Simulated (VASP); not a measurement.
Here is a VASP 6.6.1 calculation.

The input POSCAR:

```
GaN
1.0
    3.1831025582      0.0000000000      0.0000000000
   -1.5915512791      2.7566476782      0.0000000000
    0.0000000000      0.0000000000      5.1835786677
Ga N
2 2
Direct
    0.3333333333      0.6666666667     -0.0008903618
    0.6666666667      0.3333333333      0.4991096382
    0.3333333333      0.6666666667      0.3758903618
    0.6666666667      0.3333333333      0.8758903618
```

Contents of INCAR.step1:

```
SYSTEM = GaN
PREC = Accurate ; ENCUT = 520
ISMEAR = 0 ; SIGMA = 0.01
LREAL = .False. ; LASPH = .True.
NELM = 80 ; NBANDS = 26
GGA = PE ; ALGO = Normal
EDIFF = 1E-4 ; LWAVE = .True.
LCHARG = .False.
```

Contents of INCAR.step2:

```
SYSTEM = GaN
PREC = Accurate ; ENCUT = 520
EDIFF = 1E-6 ; ISMEAR = 0
SIGMA = 0.01 ; LREAL = .False.
LASPH = .True. ; NELM = 80
ALGO = Normal ; ISIF = 2
LWAVE = .False. ; LCHARG = .False.
METAGGA = R2SCAN ; LMIXTAU = .True.
NBANDS = 26 ; ISTART = 1
```

File KPOINTS:

```
regular mesh
0
Gamma
  8 8 4
  0 0 0
```

Potentials or basis: VASP PAW PBE potentials, release 64 (Ga_d, N).

Launch:

```sh
$ cat potpaw_PBE.64/Ga_d/POTCAR potpaw_PBE.64/N/POTCAR > POTCAR
$ cp INCAR.step1 INCAR
$ mpirun -np 1 vasp_std > vasp.out
$ cp INCAR.step2 INCAR
$ mpirun -np 1 vasp_std > vasp.out
```

(1) Estimate the band gap on the k mesh.

(2) What does it give for the largest force?

## Answers

(1) 2.34 eV, direct.

(2) 0.005 eV/Å.

Caveat: the PAW data sets were made with another functional, which shifts forces and pressure a little.

**Experimental background.**

From “Studying electronic properties in GaN without electrical contacts using γ-γ vs e−-γ Perturbed Angular Correlations”, 2019, pmc:6823545, for a bulk crystal of GaN: band gap 3.503 ± 0.005 eV (direct).

Measured gap of GaN: 3.503 eV (direct; quoted in “Studying electronic properties in GaN without electrical contacts using γ-γ vs e−-γ Perturbed Angular Correlations”, 2019, pmc:6823545). This calculation gives 2.34 eV (-1.16 eV). Spin-orbit coupling on Ga is left out. The value is that of r2SCAN, without temperature or zero-point motion.
